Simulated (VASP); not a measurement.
Crystal: Si.

```
Si
1.0
     0.00000    2.73484    2.73484
     2.73484    0.00000    2.73484
     2.73484    2.73484    0.00000
Si
2
Direct
  0.75000 0.75000 0.75000
  0.50000 0.50000 0.50000
```

Base run:

- Program: VASP 6.6.1
- Functional: r2SCAN
- Potentials or basis: VASP PAW PBE potentials, release 64 (Si)
- Cutoff: 520 eV
- k mesh: 10 × 10 × 10
- Occupations: gaussian, width 0.02 eV
- Spin: no spin polarisation

Its results: band gap on the k mesh 0.82 eV, indirect (least direct gap 2.75 eV); pressure -1.6 GPa.

**Question.** The run is repeated on the same cell with these changes: functional from r2SCAN to PBEsol; further incar settings from ALGO = Normal; EDIFF = 1e-07; NBANDS = 11 to ALGO = Normal; EDIFF = 1e-06; NBANDS = 11. What comes out?

**Answer.** Band gap on the k mesh 0.50 eV, indirect (least direct gap 2.51 eV); pressure -1.7 GPa.

Caveats: the PAW data sets were made with another functional, which shifts forces and pressure a little.

A k mesh can miss the band edges.
